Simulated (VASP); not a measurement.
Here is a VASP 6.6.1 calculation.

INCAR

```
SYSTEM = ReS2
PREC = Accurate ; ENCUT = 520
EDIFF = 1E-6 ; ISMEAR = 0
SIGMA = 0.01 ; LREAL = Auto
LASPH = .True. ; NELM = 60
ALGO = Normal ; ISIF = 2
LWAVE = .False. ; LCHARG = .True.
LELF = .True. ; LVHAR = .True.
NBANDS = 94 ; LUSENCCL = .False.
```

KPOINTS

```
regular mesh
0
Gamma
  4 4 1
  0 0 0
```

POSCAR

```
ReS2
1.0
    6.3355089393      0.0000000000      0.0000000000
    3.1112149501      5.6366336777      0.0000000000
    0.0000000000      0.0000000000     23.0000000000
Re S
8 16
Direct
    0.1217509518      0.2112687337      0.3653067994
    0.2450136531      0.5872257259      0.3694618331
    0.6948876457      0.1860222256      0.3668415341
    0.6718826780      0.6124710129      0.3679249952
    0.2884176185      0.3779354004      0.6305241907
    0.4116803198      0.7538923926      0.6346792244
    0.8615543124      0.3526888923      0.6320589254
    0.8385493447      0.7791376796      0.6331423865
    0.8663834063      0.8035865928      0.3158850369
    0.3307780708      0.8320972237      0.3087007631
    0.0360291291      0.9663328396      0.4260844165
    0.0008929480      0.5029257807      0.4351155771
    0.5003993430      0.9948860370      0.4188878189
    0.8301116125      0.3387288555      0.2918739789
    0.5366324604      0.4597124372      0.4429240769
    0.3658437923      0.2955096511      0.2996888219
    1.0330500730      0.9702532595      0.5811024282
    0.4974447375      0.9987638904      0.5739181545
    0.2026957958      1.1329995063      0.6913018078
    0.1675596147      0.6695924474      0.7003329684
    0.6670660097      1.1615527037      0.6841052102
    0.9967782792      0.5053955222      0.5570913702
    0.7032991271      0.6263791039      0.7081414682
    0.5325104590      0.4621763178      0.5649062132
```

Potentials or basis: VASP PAW LDA potentials, release 64 (Re, S).

Launch:

```console
$ cat potpaw_LDA.64/Re/POTCAR potpaw_LDA.64/S/POTCAR > POTCAR
$ mpirun -np 1 vasp_std > vasp.out
```

Question: What does it give for the band gap on the k mesh?

Answer: 1.26 eV (least direct gap 1.29 eV).

Question: Estimate the largest force.

Answer: 1.004 eV/Å.

Forces in eV/Å, atoms in the order of the input:
```
Re   0.107 -0.012 -0.145
Re  -0.104  0.014 -0.005
Re  -0.081 -0.091 -0.118
Re   0.057  0.114 -0.092
Re   0.107 -0.021  0.025
Re  -0.109  0.009  0.161
Re  -0.061 -0.122  0.108
Re   0.081  0.087  0.139
S    0.026 -0.003  0.199
S   -0.042  0.135  0.131
S    0.045 -0.154 -0.151
S    0.007  0.122 -0.996
S   -0.019  0.007 -0.246
S   -0.045  0.045  0.069
S    0.077 -0.072 -0.850
S    0.028 -0.099  0.068
S    0.018 -0.006  0.244
S   -0.048  0.160  0.144
S    0.040 -0.128 -0.137
S   -0.025  0.098 -0.082
S   -0.028  0.002 -0.200
S   -0.074  0.075  0.837
S    0.049 -0.040 -0.085
S   -0.005 -0.120  0.983
```

Caveat: spin-orbit coupling is left out, which moves the levels of the heavy elements.
